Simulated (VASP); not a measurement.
# Na2S (Fm-3m) in VASP: relaxation of cell and atoms with PBE

Aim: the relaxation of cell and atoms of Na2S with PBE.

All numbers are computed with VASP 6.6.1; they aren't measurements. Logs are shortened: lines on timing, memory, paths and dates and some standing lists are left out, and cuts for length are marked.

## 1. The cell of the first run

Symmetry: Fm-3m, No. 225, cubic system. The conventional cell has a = 6.152 Å, b = 6.152 Å, c = 6.152 Å, α = 90.00°, β = 90.00°, γ = 90.00°. S (site symmetry m-3m) has 8 Na at 2.66 Å within 3.5 Å. Na (site symmetry -43m) has 4 S at 2.66 Å and 6 Na at 3.08 Å within 3.5 Å.

## 2. Relaxation of cell and atoms, PBE

INCAR reads:

```
SYSTEM = Na2S
PREC = Accurate ; ENCUT = 500
EDIFF = 1E-7 ; ISMEAR = -1
SIGMA = 0.02 ; LREAL = .False.
LASPH = .True. ; NELM = 120
ALGO = Normal ; ISIF = 3
LWAVE = .False. ; LCHARG = .False.
GGA = PE ; IBRION = 2
NSW = 80 ; EDIFFG = -0.005
GGA_COMPAT = .False. ; NELMIN = 4
```

KPOINTS reads:

```
regular mesh
0
Gamma
  6 6 6
  0 0 0
```

POSCAR reads:

```
Na2S
1.0
    0.0000000000      3.0760760462      3.0760760462
    3.0760760462      0.0000000000      3.0760760462
    3.0760760462      3.0760760462      0.0000000000
S Na
1 2
Direct
    0.0000000000      0.0000000000      0.0000000000
    0.2500000000      0.2500000000      0.2500000000
    0.7500000000      0.7500000000      0.7500000000
```

Potentials or basis: VASP PAW PBE potentials, release 64 (S, Na_pv).

Command:

```sh
> cat potpaw_PBE.64/S/POTCAR potpaw_PBE.64/Na_pv/POTCAR > POTCAR
> mpirun -np 1 vasp_std > vasp.out
```

OUTCAR:

```text
SYSTEM = Na2S
   PREC = Accurate
   ENCUT = 500
   EDIFF = 1E-7
   ISMEAR = -1
   LREAL = .False.
   LASPH = .True.
   NELM = 120
   ISIF = 3
   GGA = PE
   IBRION = 2
   NSW = 80
   EDIFFG = -0.005
   NELMIN = 4

 ion  position               nearest neighbor table
   1  0.000  0.000  0.000-   3 2.66   3 2.66   3 2.66   2 2.66   2 2.66   2 2.66   3 2.66   2 2.66

   2  0.250  0.250  0.250-   1 2.66   1 2.66   1 2.66   1 2.66
   3  0.750  0.750  0.750-   1 2.66   1 2.66   1 2.66   1 2.66

  LATTYP: Found a face centered cubic cell.
 ALAT       =     6.1521520924

  Lattice vectors:

 A1 = (   0.0000000000,   3.0760760462,   3.0760760462)
 A2 = (   3.0760760462,   0.0000000000,   3.0760760462)
 A3 = (   3.0760760462,   3.0760760462,   0.0000000000)

Analysis of symmetry for initial positions (statically):
=====================================================================
 Subroutine PRICEL returns:
 Original cell was already a primitive cell.

 Routine SETGRP: Setting up the symmetry group for a
 face centered cubic supercell.

 Subroutine GETGRP returns: Found 48 space group operations
 (whereof 48 operations were pure point group operations)
 out of a pool of 48 trial point group operations.

The static configuration has the point symmetry O_h .

Analysis of symmetry for dynamics (positions and initial velocities):
=====================================================================
 Subroutine PRICEL returns:
 Original cell was already a primitive cell.

 Routine SETGRP: Setting up the symmetry group for a
 face centered cubic supercell.

 Subroutine GETGRP returns: Found 48 space group operations
 (whereof 48 operations were pure point group operations)
 out of a pool of 48 trial point group operations.

The dynamic configuration has the point symmetry O_h .

 Subroutine INISYM returns: Found 48 space group operations
 (whereof 48 operations are pure point group operations),
 and found     1 'primitive' translations

----------------------------------------------------------------------------------------

                                     Primitive cell

  volume of cell :      58.2132

  direct lattice vectors                    reciprocal lattice vectors
     0.000000000  3.076076046  3.076076046    -0.162544746  0.162544746  0.162544746
     3.076076046  0.000000000  3.076076046     0.162544746 -0.162544746  0.162544746
     3.076076046  3.076076046  0.000000000     0.162544746  0.162544746 -0.162544746

  length of vectors
     4.350228463  4.350228463  4.350228463     0.281535759  0.281535759  0.281535759

  position of ions in fractional coordinates (direct lattice)
     0.000000000  0.000000000  0.000000000
     0.250000000  0.250000000  0.250000000
     0.750000000  0.750000000  0.750000000

  ion indices of the primitive-cell ions
   primitive index   ion index
                 1           1
                 2           2
                 3           3

----------------------------------------------------------------------------------------

 KPOINTS: regular mesh

Automatic generation of k-mesh.
 Grid dimensions read from file:
 generate k-points for:    6    6    6

 Generating k-lattice:

  Cartesian coordinates                     Fractional coordinates (reciprocal lattice)
    -0.027090791  0.027090791  0.027090791     0.166666667  0.000000000  0.000000000
     0.027090791 -0.027090791  0.027090791     0.000000000  0.166666667  0.000000000
     0.027090791  0.027090791 -0.027090791     0.000000000  0.000000000  0.166666667

  Length of vectors
     0.046922626  0.046922626  0.046922626

  Shift w.r.t. Gamma in fractional coordinates (k-lattice)
     0.000000000  0.000000000  0.000000000

 Subroutine IBZKPT returns following result:
 ===========================================

 Found     16 irreducible k-points:

 Following reciprocal coordinates:
            Coordinates               Weight
  0.000000  0.000000  0.000000      1.000000
  0.166667  0.000000  0.000000      8.000000
  0.333333  0.000000  0.000000      8.000000
  0.500000  0.000000  0.000000      4.000000
  0.166667  0.166667  0.000000      6.000000
  0.333333  0.166667  0.000000     24.000000
[... 8 lines left out ...]
 -0.333333  0.333333  0.166667     24.000000
 -0.333333  0.500000  0.166667     12.000000
   k-points           NKPTS =     16   k-points in BZ     NKDIM =     16   number of bands    NBANDS=     14
   number of dos      NEDOS =    301   number of ions     NIONS =      3
   total plane-waves  NPLWV =  32768
   dimension x,y,z NGX =    32 NGY =   32 NGZ =   32
   dimension x,y,z NGXF=    64 NGYF=   64 NGZF=   64
   ions per type =               1   2
   NGX,Y,Z   is equivalent  to a cutoff of  12.23, 12.23, 12.23 a.u.
   NGXF,Y,Z  is equivalent  to a cutoff of  24.46, 24.46, 24.46 a.u.
 SYSTEM =  Na2S
   PREC   = accura    normal or accurate (medium, high low for compatibility)
   ISTART =      0    job   : 0-new  1-cont  2-samecut
   ICHARG =      2    charge: 1-file 2-atom 10-const
   ISPIN  =      1    spin polarized calculation?
   LNONCOLLINEAR =      F non collinear calculations
   LSORBIT =      F    spin-orbit coupling
   LASPH  =      T    aspherical Exc in radial PAW
   ENCUT  =  500.0 eV  36.75 Ry    6.06 a.u.   7.93  7.93  7.93*2*pi/ulx,y,z
   NELM   =    120;   NELMIN=  4; NELMDL= -5     # of ELM steps
   EDIFF  = 0.1E-06   stopping-criterion for ELM
   LREAL  =      F    real-space projection
   EDIFFG = -.5E-02   stopping-criterion for IOM
   NSW    =     80    number of steps for IOM
   IBRION =      2    ionic relax: 0-MD 1-quasi-New 2-CG
   NFREE  =      1    steps in history (QN), initial steepest desc. (CG)
   ISIF   =      3    stress and relaxation
   ISYM   =      2    0-nonsym 1-usesym 2-fastsym
   POTIM  = 0.5000    time-step for ionic-motion
   TEBEG  =    0.0;   TEEND  =   0.0 temperature during run
   PSTRESS=    0.0 pullay stress
   NELECT =      20.0000    total number of electrons
   NUPDOWN=      -1.0000    fix difference up-down
   EMIN   =  10.00;   EMAX   =-10.00  energy-range for DOS
   EFERMI =   0.00;   METHOD = LEGACY
   ISMEAR =    -1;   SIGMA  =   0.02  broadening in eV -4-tet -1-fermi 0-gaus
   EFERMI_NEDOS =   21; number of points for ismear=-14 and -15
   IALGO  =     38    algorithm
   IMIX   =      4    mixing-type and parameters
     AMIX     =   0.40;   BMIX     =  1.00
     AMIX_MAG =   1.60;   BMIX_MAG =  1.00
  volume/ion in A,a.u.               =      19.40       130.95
  Fermi-wavevector in a.u.,A,eV,Ry     =   1.146598  2.166756 17.887395  1.314686
  Thomas-Fermi vector in A             =   2.283281
   LORBIT       =      0    0 simple, 1 ext, 2 COOP (PROOUT), +10 PAW based schemes
   GGA     = PE    functional components
   LHFCALC =     F    Hartree Fock is set to
   AEXX    =    0.0000 exact exchange contribution
   IVDW    =     0    specifies the selected vdW correction
   LEPSILON=     F    determine dielectric tensor
   LRPA    =     F    only Hartree local field effects (RPA)
 conjugate gradient relaxation of ions
 non-spin polarized calculation
  energy-cutoff  :      500.00
  volume of cell :       58.21
 maximum number of plane-waves:      1492
   NGX = 15   NGY = 15   NGZ = 15

--------------------------------------- Ionic step        1  -------------------------------------------

 number of electron      19.9999990 magnetization

 Free energy of the ion-electron system (eV)
  ---------------------------------------------------
  ext. energy  EPLUGINS =         0.00000000
  ---------------------------------------------------
  free energy    TOTEN  =        -9.69238482 eV

  energy without entropy =       -9.69238482  energy(sigma->0) =       -9.69238482

------------------------ aborting loop because EDIFF is reached ----------------------------------------

  FORCE on cell =-STRESS in cart. coord.  units (eV):
  Direction    XX          YY          ZZ          XY          YZ          ZX
  --------------------------------------------------------------------------------------
  -------------------------------------------------------------------------------------
  Total        3.0751495      3.0751495      3.0751495      0.0000000      0.0000000     -0.0000000
  in kB       84.6360940     84.6360940     84.6360940      0.0000000      0.0000000     -0.0000000
  external PRESSURE =      84.6360940 kB  Pullay stress =       0.0000000 kB

 VOLUME and BASIS-vectors are now :
 -----------------------------------------------------------------------------
  energy-cutoff  :      500.00
  volume of cell :       58.21
      direct lattice vectors                 reciprocal lattice vectors
     0.000000000  3.076076046  3.076076046    -0.162544746  0.162544746  0.162544746
     3.076076046  0.000000000  3.076076046     0.162544746 -0.162544746  0.162544746
     3.076076046  3.076076046  0.000000000     0.162544746  0.162544746 -0.162544746

 POSITION                                       TOTAL-FORCE (eV/Angst)
 -----------------------------------------------------------------------------------
      0.00000      0.00000      0.00000        -0.000000     -0.000000     -0.000000
      1.53804      1.53804      1.53804        -0.000000     -0.000000      0.000000
      4.61411      4.61411      4.61411         0.000000      0.000000     -0.000000
 -----------------------------------------------------------------------------------
    total drift:                               -0.000000     -0.000000      0.000000

  FREE ENERGIE OF THE ION-ELECTRON SYSTEM (eV)
  ---------------------------------------------------
  free  energy   TOTEN  =        -9.6923848164 eV
[... 54 lines left out ...]
 VOLUME and BASIS-vectors are now :
 -----------------------------------------------------------------------------
  energy-cutoff  :      500.00
  volume of cell :       71.38
      direct lattice vectors                 reciprocal lattice vectors
     0.000000000  3.292370980  3.292370980    -0.151866240  0.151866240  0.151866240
     3.292370980  0.000000000  3.292370980     0.151866240 -0.151866240  0.151866240
     3.292370980  3.292370980 -0.000000000     0.151866240  0.151866240 -0.151866240

 POSITION                                       TOTAL-FORCE (eV/Angst)
 -----------------------------------------------------------------------------------
      0.00000      0.00000      0.00000         0.000000      0.000000     -0.000000
      1.64619      1.64619      1.64619         0.000000      0.000000      0.000000
      4.93856      4.93856      4.93856        -0.000000     -0.000000     -0.000000
 -----------------------------------------------------------------------------------
    total drift:                               -0.000000     -0.000000      0.000000

  FREE ENERGIE OF THE ION-ELECTRON SYSTEM (eV)
  ---------------------------------------------------
  free  energy   TOTEN  =        -9.9670430407 eV

  energy  without entropy=       -9.9670430407  energy(sigma->0) =       -9.96704304

--------------------------------------- Ionic step        4  -------------------------------------------

 number of electron      19.9999982 magnetization

 Free energy of the ion-electron system (eV)
  ---------------------------------------------------
  ext. energy  EPLUGINS =         0.00000000
  ---------------------------------------------------
  free energy    TOTEN  =        -9.96787003 eV

  energy without entropy =       -9.96787003  energy(sigma->0) =       -9.96787003

 E-fermi :   0.6651     XC(G=0):  -7.7876

 val. band max:        0.1487615902   @ k =   0.0000   0.0000   0.0000
 cond. band min:       2.6024076281   @ k =   0.0000   0.0000   0.0000
 fundamental gap:      2.4536460379
 Fermi energy:         0.6650784527

 k-point     1 :       0.0000    0.0000    0.0000
  band No.  band energies     occupation
      1     -22.1129      2.00000
      2     -22.1129      2.00000
      3     -22.1129      2.00000
      4     -22.0611      2.00000
      5     -22.0611      2.00000
      6     -22.0611      2.00000
      7      -9.9806      2.00000
      8       0.1488      2.00000
      9       0.1488      2.00000
     10       0.1488      2.00000
     11       2.6024      0.00000
     12       7.8573      0.00000
     13       7.8573      0.00000
     14       7.8573      0.00000

 k-point     2 :       0.1667    0.0000    0.0000
  band No.  band energies     occupation
      1     -22.1106      2.00000
      2     -22.1096      2.00000
      3     -22.1095      2.00000
      4     -22.0663      2.00000
      5     -22.0648      2.00000
      6     -22.0648      2.00000
      7      -9.9228      2.00000
      8      -0.4290      2.00000
      9       0.1144      2.00000
     10       0.1144      2.00000
     11       3.3603      0.00000
     12       7.4806      0.00000
     13       7.9567      0.00000
     14       7.9567      0.00000
[... 249 lines left out ...]
 VOLUME and BASIS-vectors are now :
 -----------------------------------------------------------------------------
  energy-cutoff  :      500.00
  volume of cell :       70.63
      direct lattice vectors                 reciprocal lattice vectors
     0.000000000  3.280821943  3.280821943    -0.152400834  0.152400834  0.152400834
     3.280821943  0.000000000  3.280821943     0.152400834 -0.152400834  0.152400834
     3.280821943  3.280821943 -0.000000000     0.152400834  0.152400834 -0.152400834

 POSITION                                       TOTAL-FORCE (eV/Angst)
 -----------------------------------------------------------------------------------
      0.00000      0.00000      0.00000         0.000000      0.000000      0.000000
      1.64041      1.64041      1.64041         0.000000     -0.000000     -0.000000
      4.92123      4.92123      4.92123        -0.000000      0.000000      0.000000
 -----------------------------------------------------------------------------------
    total drift:                               -0.000000     -0.000000      0.000000

  FREE ENERGIE OF THE ION-ELECTRON SYSTEM (eV)
  ---------------------------------------------------
  free  energy   TOTEN  =        -9.9678700281 eV

  energy  without entropy=       -9.9678700281  energy(sigma->0) =       -9.96787003

 reached required accuracy - stopping structural energy minimisation
```

It took 54 s on 1 thread of AMD EPYC 7R43 (Zen 3), shared host; peak memory 0.14 GiB.

Results:

```yaml
Free_energy: -9.9679 eV
Relaxed_volume: 23.54 Å³/atom
Relaxed_cell: a = 4.640 Å, b = 4.640 Å, c = 4.640 Å, α = 60.00°, β = 60.00°, γ = 60.00°
Space_group_after_relaxing_to_0.05_Å: Fm-3m (No. 225)
Energy_gained_by_relaxing: 91.8 meV/atom
Ionic_steps: 4
Pressure_after_relaxing: 0.0 GPa
Band_gap_on_the_k_mesh: 2.45 eV, direct
```

The path:
```
step  energy change (eV)  largest force (eV/Å)  pressure (GPa)  volume (Å³)
   1              0.0000                0.0000            8.46        58.21
   2             -0.2604                0.0000            1.54        67.28
   3             -0.2747                0.0000           -0.32        71.38
   4             -0.2755                0.0000           -0.03        70.63
```

Final structure:
```
S Na
1.0
     0.00000    3.28082    3.28082
     3.28082    0.00000    3.28082
     3.28082    3.28082    0.00000
S Na
1 2
Cartesian
  0.0000 0.0000 0.0000
  1.6404 1.6404 1.6404
  4.9212 4.9212 4.9212
```

Caveat: the volume moved by over 15 % at a fixed basis, so the end points are rough.
